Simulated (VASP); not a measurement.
# VSe (Pm-3m) in VASP: single point with LDA+U

Aim: the single point of VSe with LDA+U.

Everything below comes from runs of VASP 6.6.1. Logs are shortened: lines on timing, memory, paths and dates and some standing lists are left out, and cuts for length are marked.

## (1) The cell of the first run

The structure is cubic, space group Pm-3m (No. 221). Conventional cell: a = 3.320 Å, b = 3.320 Å, c = 3.320 Å, α = 90.00°, β = 90.00°, γ = 90.00°. Within 3.8 Å of V (site symmetry m-3m) lie 8 Se at 2.87 Å and 6 V at 3.32 Å. Within 3.8 Å of Se (site symmetry m-3m) lie 8 V at 2.87 Å and 6 Se at 3.32 Å.

## (2) Single point, LDA+U

Contents of INCAR:

```
SYSTEM = VSe
PREC     = Accurate       ! precision mode
ENCUT    = 520            ! plane-wave cutoff, eV
EDIFF    = 1E-6           ! SCF threshold, eV
ISMEAR   = 0              ! smearing method
SIGMA    = 0.05           ! smearing width, eV
LREAL    = .FALSE.        ! projectors in reciprocal space
LASPH    = .TRUE.         ! aspherical terms in the spheres
NELM     = 150            ! most SCF steps
ALGO     = Normal         ! electronic algorithm
ISIF     = 2              ! what is computed and relaxed
LWAVE    = .FALSE.        ! write WAVECAR
LCHARG   = .FALSE.        ! write CHGCAR
LMAXMIX  = 4              ! l up to which the mixer works
LDAU     = .TRUE.         ! DFT+U
LDAUTYPE = 2            
LDAUL    = 2 -1           ! shell
LDAUU    = 5 0            ! U, eV
LDAUJ    = 0 0          
LDAUPRINT= 1            
GGA      = CA             ! functional
NBANDS   = 16             ! bands
```

Contents of KPOINTS:

```
Automatic mesh
0
G
  6 6 6
  0 0 0
```

Contents of POSCAR:

```
VSe
1.0
    3.3195141700      0.0000000000      0.0000000000
    0.0000000000      3.3195141700      0.0000000000
    0.0000000000      0.0000000000      3.3195141700
V Se
1 1
Direct
    0.0000000000      0.0000000000      0.0000000000
    0.5000000000      0.5000000000      0.5000000000
```

Potentials or basis: VASP PAW LDA potentials, release 64 (V_sv, Se).

Command:

```bash
cat potpaw_LDA.64/V_sv/POTCAR potpaw_LDA.64/Se/POTCAR > POTCAR
mpirun -np 1 vasp_std > vasp.out
```

OUTCAR:

```text
SYSTEM = VSe
   PREC = Accurate
   ENCUT = 520
   EDIFF = 1E-6
   ISMEAR = 0
   LREAL = .FALSE.
   LASPH = .TRUE.
   NELM = 150
   ISIF = 2
   GGA = CA

 ion  position               nearest neighbor table
   1  0.000  0.000  0.000-
   2  0.500  0.500  0.500-

  LATTYP: Found a simple cubic cell.
 ALAT       =     3.3195141700

  Lattice vectors:

 A1 = (   3.3195141700,   0.0000000000,   0.0000000000)
 A2 = (   0.0000000000,   3.3195141700,   0.0000000000)
 A3 = (   0.0000000000,   0.0000000000,   3.3195141700)

Analysis of symmetry for initial positions (statically):
=====================================================================
 Subroutine PRICEL returns:
 Original cell was already a primitive cell.

 Routine SETGRP: Setting up the symmetry group for a
 simple cubic supercell.

 Subroutine GETGRP returns: Found 48 space group operations
 (whereof 48 operations were pure point group operations)
 out of a pool of 48 trial point group operations.

The static configuration has the point symmetry O_h .

Analysis of symmetry for dynamics (positions and initial velocities):
=====================================================================
 Subroutine PRICEL returns:
 Original cell was already a primitive cell.

 Routine SETGRP: Setting up the symmetry group for a
 simple cubic supercell.

 Subroutine GETGRP returns: Found 48 space group operations
 (whereof 48 operations were pure point group operations)
 out of a pool of 48 trial point group operations.

The dynamic configuration has the point symmetry O_h .

 Subroutine INISYM returns: Found 48 space group operations
 (whereof 48 operations are pure point group operations),
 and found     1 'primitive' translations

----------------------------------------------------------------------------------------

                                     Primitive cell

  volume of cell :      36.5783

  direct lattice vectors                    reciprocal lattice vectors
     3.319514170  0.000000000  0.000000000     0.301248902  0.000000000  0.000000000
     0.000000000  3.319514170  0.000000000     0.000000000  0.301248902  0.000000000
     0.000000000  0.000000000  3.319514170     0.000000000  0.000000000  0.301248902

  length of vectors
     3.319514170  3.319514170  3.319514170     0.301248902  0.301248902  0.301248902

  position of ions in fractional coordinates (direct lattice)
     0.000000000  0.000000000  0.000000000
     0.500000000  0.500000000  0.500000000

  ion indices of the primitive-cell ions
   primitive index   ion index
                 1           1
                 2           2

----------------------------------------------------------------------------------------

 KPOINTS: Automatic mesh

Automatic generation of k-mesh.
 Grid dimensions read from file:
 generate k-points for:    6    6    6

 Generating k-lattice:

  Cartesian coordinates                     Fractional coordinates (reciprocal lattice)
     0.050208150  0.000000000  0.000000000     0.166666667  0.000000000  0.000000000
     0.000000000  0.050208150  0.000000000     0.000000000  0.166666667  0.000000000
     0.000000000  0.000000000  0.050208150     0.000000000  0.000000000  0.166666667

  Length of vectors
     0.050208150  0.050208150  0.050208150

  Shift w.r.t. Gamma in fractional coordinates (k-lattice)
     0.000000000  0.000000000  0.000000000

 Subroutine IBZKPT returns following result:
 ===========================================

 Found     20 irreducible k-points:

 Following reciprocal coordinates:
            Coordinates               Weight
  0.000000  0.000000  0.000000      1.000000
  0.166667  0.000000  0.000000      6.000000
  0.333333  0.000000  0.000000      6.000000
  0.500000  0.000000  0.000000      3.000000
  0.166667  0.166667  0.000000     12.000000
  0.333333  0.166667  0.000000     24.000000
[... 12 lines left out ...]
  0.500000  0.500000  0.333333      6.000000
  0.500000  0.500000  0.500000      1.000000
   k-points           NKPTS =     20   k-points in BZ     NKDIM =     20   number of bands    NBANDS=     16
   number of dos      NEDOS =    301   number of ions     NIONS =      2
   total plane-waves  NPLWV =  21952
   dimension x,y,z NGX =    28 NGY =   28 NGZ =   28
   dimension x,y,z NGXF=    56 NGYF=   56 NGZF=   56
   ions per type =               1   1
   NGX,Y,Z   is equivalent  to a cutoff of  14.02, 14.02, 14.02 a.u.
   NGXF,Y,Z  is equivalent  to a cutoff of  28.05, 28.05, 28.05 a.u.
 SYSTEM =  VSe
   PREC   = accura    normal or accurate (medium, high low for compatibility)
   ISTART =      0    job   : 0-new  1-cont  2-samecut
   ICHARG =      2    charge: 1-file 2-atom 10-const
   ISPIN  =      1    spin polarized calculation?
   LNONCOLLINEAR =      F non collinear calculations
   LSORBIT =      F    spin-orbit coupling
   LASPH  =      T    aspherical Exc in radial PAW
   ENCUT  =  520.0 eV  38.22 Ry    6.18 a.u.   6.17  6.17  6.17*2*pi/ulx,y,z
   NELM   =    150;   NELMIN=  2; NELMDL= -5     # of ELM steps
   EDIFF  = 0.1E-05   stopping-criterion for ELM
   LREAL  =      F    real-space projection
   EDIFFG = 0.1E-04   stopping-criterion for IOM
   NSW    =      0    number of steps for IOM
   IBRION =     -1    ionic relax: 0-MD 1-quasi-New 2-CG
   NFREE  =      0    steps in history (QN), initial steepest desc. (CG)
   ISIF   =      2    stress and relaxation
   ISYM   =      2    0-nonsym 1-usesym 2-fastsym
   POTIM  = 0.5000    time-step for ionic-motion
   TEBEG  =    0.0;   TEEND  =   0.0 temperature during run
   PSTRESS=    0.0 pullay stress
   NELECT =      19.0000    total number of electrons
   NUPDOWN=      -1.0000    fix difference up-down
   EMIN   =  10.00;   EMAX   =-10.00  energy-range for DOS
   EFERMI =   0.00;   METHOD = LEGACY
   ISMEAR =     0;   SIGMA  =   0.05  broadening in eV -4-tet -1-fermi 0-gaus
   EFERMI_NEDOS =   21; number of points for ismear=-14 and -15
   IALGO  =     38    algorithm
   IMIX   =      4    mixing-type and parameters
     AMIX     =   0.40;   BMIX     =  1.00
     AMIX_MAG =   1.60;   BMIX_MAG =  1.00
  volume/ion in A,a.u.               =      18.29       123.42
  Fermi-wavevector in a.u.,A,eV,Ry     =   1.315987  2.486854 23.562856  1.731821
  Thomas-Fermi vector in A             =   2.446131
   LORBIT       =      0    0 simple, 1 ext, 2 COOP (PROOUT), +10 PAW based schemes
 LDA+U is selected, type is set to LDAUTYPE =  2
   angular momentum for each species LDAUL =     2   -1
   U (eV)           for each species LDAUU =   5.0  0.0
   J (eV)           for each species LDAUJ =   0.0  0.0
   GGA     = CA    functional components
   LHFCALC =     F    Hartree Fock is set to
   AEXX    =    0.0000 exact exchange contribution
   IVDW    =     0    specifies the selected vdW correction
   LEPSILON=     F    determine dielectric tensor
   LRPA    =     F    only Hartree local field effects (RPA)
 non-spin polarized calculation
 Gauss-broadening in eV      SIGMA  =   0.05
  energy-cutoff  :      520.00
  volume of cell :       36.58
 maximum number of plane-waves:      1021
 NGX is ok and might be reduce to    28
   NGX = 13   NGY = 13   NGZ = 13

atom =   1  type =  1  l = 2

 onsite density matrix

spin component  1

  0.0969 -0.0000  0.0000  0.0000  0.0000
 -0.0000  0.0969  0.0000  0.0000 -0.0000
  0.0000  0.0000  0.5872  0.0000 -0.0000
  0.0000  0.0000  0.0000  0.0969 -0.0000
  0.0000 -0.0000 -0.0000 -0.0000  0.5872

spin component  2

  0.0969 -0.0000  0.0000  0.0000  0.0000
 -0.0000  0.0969  0.0000  0.0000 -0.0000
  0.0000  0.0000  0.5872  0.0000 -0.0000
  0.0000  0.0000  0.0000  0.0969 -0.0000
  0.0000 -0.0000 -0.0000 -0.0000  0.5872

 occupancies and eigenvectors

  o =  0.0969  v =  0.0000 -0.9885 -0.0000  0.1509  0.0000  0.0000  0.0000  0.0000  0.0000  0.0000      0.0000  0.0000  0.0000  0.0000  0.0000  0.0000  0.0000  0.0000  0.0000  0.0000
  o =  0.0969  v =  0.0000  0.0000  0.0000  0.0000  0.0000  0.0000 -0.9885 -0.0000  0.1509  0.0000      0.0000  0.0000  0.0000  0.0000  0.0000  0.0000  0.0000  0.0000  0.0000  0.0000
  o =  0.0969  v =  0.0000  0.0000  0.0000  0.0000  0.0000  0.0000  0.1509  0.0000  0.9885 -0.0000      0.0000  0.0000  0.0000  0.0000  0.0000  0.0000  0.0000  0.0000  0.0000  0.0000
  o =  0.0969  v =  0.0000  0.1509  0.0000  0.9885 -0.0000  0.0000  0.0000  0.0000  0.0000  0.0000      0.0000  0.0000  0.0000  0.0000  0.0000  0.0000  0.0000  0.0000  0.0000  0.0000
  o =  0.0969  v =  0.0000  0.0000  0.0000  0.0000  0.0000  1.0000  0.0000  0.0000  0.0000  0.0000      0.0000  0.0000  0.0000  0.0000  0.0000  0.0000  0.0000  0.0000  0.0000  0.0000
  o =  0.0969  v =  1.0000  0.0000  0.0000  0.0000  0.0000  0.0000  0.0000  0.0000  0.0000  0.0000      0.0000  0.0000  0.0000  0.0000  0.0000  0.0000  0.0000  0.0000  0.0000  0.0000
  o =  0.5872  v =  0.0000 -0.0000  0.9931 -0.0000  0.1169  0.0000  0.0000  0.0000  0.0000  0.0000      0.0000  0.0000  0.0000  0.0000  0.0000  0.0000  0.0000  0.0000  0.0000  0.0000
  o =  0.5872  v =  0.0000  0.0000  0.0000  0.0000  0.0000  0.0000 -0.0000  0.9931 -0.0000  0.1169      0.0000  0.0000  0.0000  0.0000  0.0000  0.0000  0.0000  0.0000  0.0000  0.0000
  o =  0.5872  v =  0.0000  0.0000 -0.1169  0.0000  0.9931  0.0000  0.0000  0.0000  0.0000  0.0000      0.0000  0.0000  0.0000  0.0000  0.0000  0.0000  0.0000  0.0000  0.0000  0.0000
  o =  0.5872  v =  0.0000  0.0000  0.0000  0.0000  0.0000  0.0000  0.0000 -0.1169  0.0000  0.9931      0.0000  0.0000  0.0000  0.0000  0.0000  0.0000  0.0000  0.0000  0.0000  0.0000

 number of electron      18.9999981 magnetization

 Free energy of the ion-electron system (eV)
  ---------------------------------------------------
  ext. energy  EPLUGINS =         0.00000000
  ---------------------------------------------------
  free energy    TOTEN  =        -9.35102762 eV

  energy without entropy =       -9.34711971  energy(sigma->0) =       -9.34907366

 E-fermi :   7.1564     XC(G=0): -11.3729

 val. band max:        7.0863796662   @ k =   0.5000   0.3333   0.3333
 cond. band min:       7.1565630642   @ k =   0.3333   0.1667   0.0000
 fundamental gap:      0.0701833980
 Fermi energy:         7.1563921117

 k-point     1 :       0.0000    0.0000    0.0000
  band No.  band energies     occupation
      1     -57.2501      2.00000
      2     -31.4677      2.00000
      3     -31.4677      2.00000
      4     -31.4677      2.00000
      5      -7.5727      2.00000
      6       5.0671      2.00000
[... 357 lines left out ...]
      3     -31.5104      2.00000
      4     -31.5104      2.00000
      5      -4.6064      2.00000
      6       2.3072      2.00000
[... 8 lines left out ...]
     15      10.7442      0.00000
     16      10.7443      0.00000

------------------------ aborting loop because EDIFF is reached ----------------------------------------

  FORCE on cell =-STRESS in cart. coord.  units (eV):
  Direction    XX          YY          ZZ          XY          YZ          ZX
  --------------------------------------------------------------------------------------
  -------------------------------------------------------------------------------------
  Total       -3.4015181     -3.4015181     -3.4015181     -0.0000000     -0.0000000      0.0000000
  in kB     -148.9909154   -148.9909154   -148.9909154     -0.0000000     -0.0000000      0.0000000
  external PRESSURE =    -148.9909154 kB  Pullay stress =       0.0000000 kB

 VOLUME and BASIS-vectors are now :
 -----------------------------------------------------------------------------
  energy-cutoff  :      520.00
  volume of cell :       36.58
      direct lattice vectors                 reciprocal lattice vectors
     3.319514170  0.000000000  0.000000000     0.301248902  0.000000000  0.000000000
     0.000000000  3.319514170  0.000000000     0.000000000  0.301248902  0.000000000
     0.000000000  0.000000000  3.319514170     0.000000000  0.000000000  0.301248902

 POSITION                                       TOTAL-FORCE (eV/Angst)
 -----------------------------------------------------------------------------------
      0.00000      0.00000      0.00000         0.000000      0.000000      0.000000
      1.65976      1.65976      1.65976         0.000000      0.000000      0.000000
 -----------------------------------------------------------------------------------
    total drift:                               -0.000000      0.000000     -0.000000

  FREE ENERGIE OF THE ION-ELECTRON SYSTEM (eV)
  ---------------------------------------------------
  free  energy   TOTEN  =        -9.3510276203 eV

  energy  without entropy=       -9.3471197089  energy(sigma->0) =       -9.34907366
```

Wall time 25 s (1 thread of Intel Xeon 8259CL, shared host); peak memory 0.14 GiB.

What came out:

```
Free energy            : -9.3510 eV
Pressure               : -14.9 GPa
Band gap on the k mesh : zero (an odd number of electrons rules out a gap without spin polarisation)
```

Eigenvalues of the final occupation matrices:
| site | spin | trace | eigenvalues |
| --- | --- | --- | --- |
| site 1 d | 1 | 1.47 | 0.10 0.10 0.10 0.59 0.59 |
| site 1 d | 2 | 1.47 | 0.10 0.10 0.10 0.59 0.59 |

Caveat: the cell stands under tension; the run has no spin polarisation, though such a crystal can be magnetic; U without spin polarisation on a metal has little footing.
